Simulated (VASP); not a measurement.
# BaTe (P6_3/mmc) in VASP: a series of runs

The runs below take BaTe through relaxation of cell and atoms, with PBE.

All numbers are computed with VASP 6.6.1; they aren't measurements. Logs are shortened: lines on timing, memory, paths and dates and some standing lists are left out, and cuts for length are marked.

### 1 The cell of the first run

It takes space group P6_3/mmc (No. 194, hexagonal). Conventional cell: a = 4.849 Å, b = 4.849 Å, c = 8.607 Å, α = 90.00°, β = 90.00°, γ = 120.00°. Within 4.6 Å of Ba (site symmetry -6m2) lie 6 Te at 3.53 Å. Within 4.6 Å of Te (site symmetry -3m) lie 6 Ba at 3.53 Å and 2 Te at 4.30 Å.

The cell was generated, and may not be a known phase.

### 2 Relaxation of cell and atoms, PBE

The input, INCAR:

```
PREC = Accurate
ENCUT = 600
EDIFF = 1E-6
ISMEAR = 0
SIGMA = 0.02
LREAL = F
LASPH = T
NELM = 100
ALGO = Normal
ISIF = 3
LWAVE = F
LCHARG = F
GGA = PE
IBRION = 2
NSW = 100
EDIFFG = -0.01
```

The input, KPOINTS:

```
Automatic mesh
0
Gamma
  6 6 4
```

The input, POSCAR:

```
BaTe
1.0
    4.8490244230     -0.0000000029      0.0000000000
   -2.4245122090      4.1993783353      0.0000000000
    0.0000000000      0.0000000000      8.6069377145
Ba Te
2 2
Direct
    0.6666666667      0.3333333333      0.7500000000
    0.3333333333      0.6666666667      0.2500000000
    0.0000000000      0.0000000000      0.0000000000
    0.0000000000      0.0000000000      0.5000000000
```

Potentials or basis: VASP PAW PBE potentials, release 64 (Ba_sv, Te).

The run is started by

```console
> cat potpaw_PBE.64/Ba_sv/POTCAR potpaw_PBE.64/Te/POTCAR > POTCAR
> mpirun -np 1 vasp_std > vasp.out
```

OUTCAR:

```text
PREC = Accurate
   ENCUT = 600
   EDIFF = 1E-6
   ISMEAR = 0
   LREAL = F
   LASPH = T
   NELM = 100
   ISIF = 3
   GGA = PE
   IBRION = 2
   NSW = 100
   EDIFFG = -0.01

 ion  position               nearest neighbor table
   1  0.667  0.333  0.750-   3 3.53   4 3.53   3 3.53   4 3.53   3 3.53   4 3.53
   2  0.333  0.667  0.250-   3 3.53   4 3.53   3 3.53   4 3.53   3 3.53   4 3.53
   3  0.000  0.000  0.000-   1 3.53   2 3.53   2 3.53   1 3.53   1 3.53   2 3.53
   4  0.000  0.000  0.500-   1 3.53   2 3.53   2 3.53   1 3.53   1 3.53   2 3.53

  LATTYP: Found a hexagonal cell.
 ALAT       =     4.8490244230
 C/A-ratio  =     1.7749833706

  Lattice vectors:

 A1 = (   4.8490244230,  -0.0000000029,   0.0000000000)
 A2 = (  -2.4245122090,   4.1993783353,   0.0000000000)
 A3 = (   0.0000000000,   0.0000000000,   8.6069377145)

Analysis of symmetry for initial positions (statically):
=====================================================================
 Subroutine PRICEL returns:
 Original cell was already a primitive cell.

 Routine SETGRP: Setting up the symmetry group for a
 hexagonal supercell.

 Subroutine GETGRP returns: Found 24 space group operations
 (whereof 12 operations were pure point group operations)
 out of a pool of 24 trial point group operations.

The static configuration has the point symmetry D_3d.
 The point group associated with its full space group is D_6h.

Analysis of symmetry for dynamics (positions and initial velocities):
=====================================================================
 Subroutine PRICEL returns:
 Original cell was already a primitive cell.

 Routine SETGRP: Setting up the symmetry group for a
 hexagonal supercell.

 Subroutine GETGRP returns: Found 24 space group operations
 (whereof 12 operations were pure point group operations)
 out of a pool of 24 trial point group operations.

The dynamic configuration has the point symmetry D_3d.
 The point group associated with its full space group is D_6h.

 Subroutine INISYM returns: Found 24 space group operations
 (whereof 12 operations are pure point group operations),
 and found     1 'primitive' translations

----------------------------------------------------------------------------------------

                                     Primitive cell

  volume of cell :     175.2621

  direct lattice vectors                    reciprocal lattice vectors
[... 76 lines left out ...]
   NGXF,Y,Z  is equivalent  to a cutoff of  27.43, 27.43, 27.04 a.u.
 SYSTEM =  unknown system
   PREC   = accura    normal or accurate (medium, high low for compatibility)
   ISTART =      0    job   : 0-new  1-cont  2-samecut
   ICHARG =      2    charge: 1-file 2-atom 10-const
   ISPIN  =      1    spin polarized calculation?
   LNONCOLLINEAR =      F non collinear calculations
   LSORBIT =      F    spin-orbit coupling
   LASPH  =      T    aspherical Exc in radial PAW
   ENCUT  =  600.0 eV  44.10 Ry    6.64 a.u.   9.68  9.68 17.19*2*pi/ulx,y,z
   NELM   =    100;   NELMIN=  2; NELMDL= -5     # of ELM steps
   EDIFF  = 0.1E-05   stopping-criterion for ELM
   LREAL  =      F    real-space projection
   EDIFFG = -.1E-01   stopping-criterion for IOM
   NSW    =    100    number of steps for IOM
   IBRION =      2    ionic relax: 0-MD 1-quasi-New 2-CG
   NFREE  =      1    steps in history (QN), initial steepest desc. (CG)
   ISIF   =      3    stress and relaxation
   ISYM   =      2    0-nonsym 1-usesym 2-fastsym
   POTIM  = 0.5000    time-step for ionic-motion
   TEBEG  =    0.0;   TEEND  =   0.0 temperature during run
   PSTRESS=    0.0 pullay stress
   NELECT =      32.0000    total number of electrons
   NUPDOWN=      -1.0000    fix difference up-down
   EMIN   =  10.00;   EMAX   =-10.00  energy-range for DOS
   EFERMI =   0.00;   METHOD = LEGACY
   ISMEAR =     0;   SIGMA  =   0.02  broadening in eV -4-tet -1-fermi 0-gaus
   EFERMI_NEDOS =   21; number of points for ismear=-14 and -15
   IALGO  =     38    algorithm
   IMIX   =      4    mixing-type and parameters
     AMIX     =   0.40;   BMIX     =  1.00
     AMIX_MAG =   1.60;   BMIX_MAG =  1.00
  volume/ion in A,a.u.               =      43.82       295.68
  Fermi-wavevector in a.u.,A,eV,Ry     =   0.928743  1.755069 11.735886  0.862563
  Thomas-Fermi vector in A             =   2.054952
   LORBIT       =      0    0 simple, 1 ext, 2 COOP (PROOUT), +10 PAW based schemes
   GGA     = PE    functional components
   LHFCALC =     F    Hartree Fock is set to
   AEXX    =    0.0000 exact exchange contribution
   IVDW    =     0    specifies the selected vdW correction
   LEPSILON=     F    determine dielectric tensor
   LRPA    =     F    only Hartree local field effects (RPA)
 conjugate gradient relaxation of ions
 non-spin polarized calculation
 Gauss-broadening in eV      SIGMA  =   0.02
  energy-cutoff  :      600.00
  volume of cell :      175.26
 maximum number of plane-waves:      5872
 NGX is ok and might be reduce to    40
   NGX = 19   NGY = 19   NGZ = 35

--------------------------------------- Ionic step        1  -------------------------------------------

 number of electron      32.0000002 magnetization

 Free energy of the ion-electron system (eV)
  ---------------------------------------------------
  ext. energy  EPLUGINS =         0.00000000
  ---------------------------------------------------
  free energy    TOTEN  =       -16.98474599 eV

  energy without entropy =      -16.98474599  energy(sigma->0) =      -16.98474599

------------------------ aborting loop because EDIFF is reached ----------------------------------------

  FORCE on cell =-STRESS in cart. coord.  units (eV):
  Direction    XX          YY          ZZ          XY          YZ          ZX
  --------------------------------------------------------------------------------------
  -------------------------------------------------------------------------------------
  Total        0.3300090      0.3300090      0.3634039     -0.0000000     -0.0000000      0.0000000
  in kB        3.0168127      3.0168127      3.3220959     -0.0000000     -0.0000000      0.0000000
  external PRESSURE =       3.1185738 kB  Pullay stress =       0.0000000 kB
[... 63 lines left out ...]
--------------------------------------- Ionic step        3  -------------------------------------------

 number of electron      32.0000001 magnetization

 Free energy of the ion-electron system (eV)
  ---------------------------------------------------
  ext. energy  EPLUGINS =         0.00000000
  ---------------------------------------------------
  free energy    TOTEN  =       -16.98658533 eV

  energy without entropy =      -16.98658533  energy(sigma->0) =      -16.98658533

 E-fermi :   2.6565     XC(G=0):  -8.0890

 val. band max:        2.5248921157   @ k =   0.0000   0.0000   0.0000
 cond. band min:       3.8587950219   @ k =   0.5000  -0.0000   0.0000
 fundamental gap:      1.3339029062
 Fermi energy:         2.6564708278

 k-point     1 :       0.0000    0.0000    0.0000
  band No.  band energies     occupation
      1     -25.0395      2.00000
      2     -25.0318      2.00000
      3     -10.4935      2.00000
      4     -10.1950      2.00000
      5     -10.1950      2.00000
      6     -10.1904      2.00000
[... 503 lines left out ...]
  FREE ENERGIE OF THE ION-ELECTRON SYSTEM (eV)
  ---------------------------------------------------
  free  energy   TOTEN  =       -16.9865853278 eV

  energy  without entropy=      -16.9865853278  energy(sigma->0) =      -16.98658533

 reached required accuracy - stopping structural energy minimisation
```

Wall time 1.7 min (1 thread of Intel Xeon 6975P-C (Granite Rapids), shared host); peak memory 0.39 GiB.

What came out:

| Quantity | Value |
| --- | --- |
| Free energy | -16.9866 eV |
| Relaxed volume | 44.29 Å³/atom |
| Relaxed cell | a = 4.866 Å, b = 4.866 Å, c = 8.640 Å, α = 90.00°, β = 90.00°, γ = 120.00° |
| Space group after relaxing (to 0.1 Å) | P6_3/mmc (No. 194) |
| Energy gained by relaxing | 0.5 meV/atom |
| Ionic steps | 3 |
| Pressure after relaxing | 0.0 GPa |
| Band gap on the k mesh | 1.33 eV (least direct gap 1.65 eV) |

Step by step:
| step | energy change (eV) | largest force (eV/Å) | pressure (GPa) | volume (Å³) |
| --- | --- | --- | --- | --- |
| 1 | 0.0000 | 0.0000 | 0.31 | 175.26 |
| 2 | -0.0018 | 0.0000 | -0.04 | 177.43 |
| 3 | -0.0018 | 0.0000 | 0.00 | 177.17 |

Final structure:
```yaml
crystal:
  lattice:
    - [4.86603, 0.00000, 0.00000]
    - [-2.43301, 4.21410, 0.00000]
    - [0.00000, 0.00000, 8.64017]
  atoms:
    - { symbol: Ba, position: [0.66667, 0.33333, 0.75000] }
    - { symbol: Ba, position: [0.33333, 0.66667, 0.25000] }
    - { symbol: Te, position: [0.00000, 0.00000, 0.00000] }
    - { symbol: Te, position: [0.00000, 0.00000, 0.50000] }
```

Caveat: spin-orbit coupling is left out, which moves the levels of the heavy elements. A k mesh can miss the band edges.

### 3 Relaxation of cell and atoms, PBE

This run uses another cell than the first one, of 48.06 Å³/atom.

The input, INCAR:

```
  PREC = Accurate
  ENCUT = 600
  EDIFF = 1E-6
  ISMEAR = 0
  SIGMA = 0.02
  LREAL = False
  LASPH = True
  NELM = 80
  ALGO = Normal
  ISIF = 3
  LWAVE = False
  LCHARG = False
  GGA = PE
  IBRION = 2
  NSW = 100
  EDIFFG = -0.01
```

The input, KPOINTS:

```
regular mesh
0
Gamma
  6 6 4
```

The input, POSCAR:

```
BaTe
1.0
    4.9084037900      0.0000000000      0.0000000000
   -2.4542018900      4.2508023700      0.0000000000
    0.0000000000      0.0000000000      9.2142726000
Ba Te
2 2
Direct
    0.6666666700      0.3333333300      0.7500000000
    0.3333333300      0.6666666700      0.2500000000
    0.0000000000      0.0000000000      0.0000000000
    0.0000000000      0.0000000000      0.5000000000
```

Potentials or basis: VASP PAW PBE potentials, release 64 (Ba_sv, Te).

The run is started by

```console
> cat potpaw_PBE.64/Ba_sv/POTCAR potpaw_PBE.64/Te/POTCAR > POTCAR
> mpirun -np 1 vasp_std > vasp.out
```

It took 3.4 min on 1 thread of Intel Xeon 6975P-C (Granite Rapids), shared host; peak memory 0.42 GiB.

The run converged. Its results:

- Free energy: -16.9871 eV
- Relaxed volume: 44.30 Å³/atom
- Relaxed cell: a = 4.869 Å, b = 4.869 Å, c = 8.631 Å, α = 90.00°, β = 90.00°, γ = 120.00°
- Space group after relaxing (to 0.1 Å): P6_3/mmc (No. 194)
- Energy gained by relaxing: 41.5 meV/atom
- Ionic steps: 7
- Pressure after relaxing: 0.0 GPa
- Band gap on the k mesh: 1.33 eV (least direct gap 1.64 eV)

The path:
```csv
step,energy change (eV),largest force (eV/Å),pressure (GPa),volume (Å³)
1,0.0000,0.0000,-2.07,192.25
2,-0.1610,0.0000,0.23,175.37
3,-0.1611,0.0000,0.19,175.59
4,-0.1651,0.0000,0.07,176.62
5,-0.1660,0.0000,-0.02,177.37
6,-0.1660,0.0000,-0.03,177.41
7,-0.1660,0.0000,0.00,177.21
```

Final structure:
```
Ba Te
1.0
     4.86903    0.00000    0.00000
    -2.43451    4.21670    0.00000
     0.00000    0.00000    8.63146
Ba Te
2 2
Direct
  0.66667 0.33333 0.75000
  0.33333 0.66667 0.25000
  0.00000 0.00000 0.00000
  0.00000 0.00000 0.50000
```

Levels at points of the mesh, in eV from the valence-band top:
```
           k point  band 13  band 14  band 15  band 16  band 17  band 18  band 19  band 20
(0.00, 0.00, 0.00)    -0.96    -0.65    -0.65     0.00     2.00     2.21     2.67     2.67
(0.50, 0.00, 0.00)    -1.67    -1.31    -0.72    -0.32     1.33     3.21     3.52     4.01
(0.00, 0.00, 0.50)    -0.83    -0.83    -0.83    -0.83     2.96     2.96     3.46     3.46
(0.50, 0.00, 0.50)    -1.42    -1.42    -1.03    -1.03     2.15     2.15     4.36     4.39
```

Caveat: spin-orbit coupling is left out, which moves the levels of the heavy elements.
